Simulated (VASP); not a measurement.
Runs of VASP 6.6.1 on Be. The structure is that of space group P4_2/mnm (No. 136), or close to it. The cells are those of the table. 

| cell | gap on the mesh (eV) | pressure (GPa) | largest force (eV/Å) |
| --- | --- | --- | --- |
| a = 3.651, b = 3.651, c = 2.223 Å, 4 atoms | none | 11.1 | 0.09 |
| a = 3.778, b = 3.778, c = 2.300 Å, 4 atoms | none | -2.6 | 0.03 |
| a = 3.808, b = 3.808, c = 2.319 Å, 4 atoms | none | (b) | 0.02 |
| a = 3.747, b = 3.747, c = 2.281 Å, 4 atoms | none | (a) | 0.05 |
| a = 3.715, b = 3.715, c = 2.262 Å, 4 atoms | none | 3.5 | 0.06 |

Alike in all rows: task single point; level r2SCAN; potentials or basis VASP PAW PBE potentials, release 64 (Be); no spin polarisation; k mesh 6 × 6 × 10; cutoff (eV) 660; smearing fermi-dirac 0.15 eV.

Fill in the values left out.

(a) 0.3; (b) -5.2.

Caveats: the PAW data sets were made with another functional, which shifts forces and pressure a little; the cell stands under pressure (at least some runs); the cell stands under tension (at least some runs).

A gap of «none» marks levels without a gap at the run's occupations.
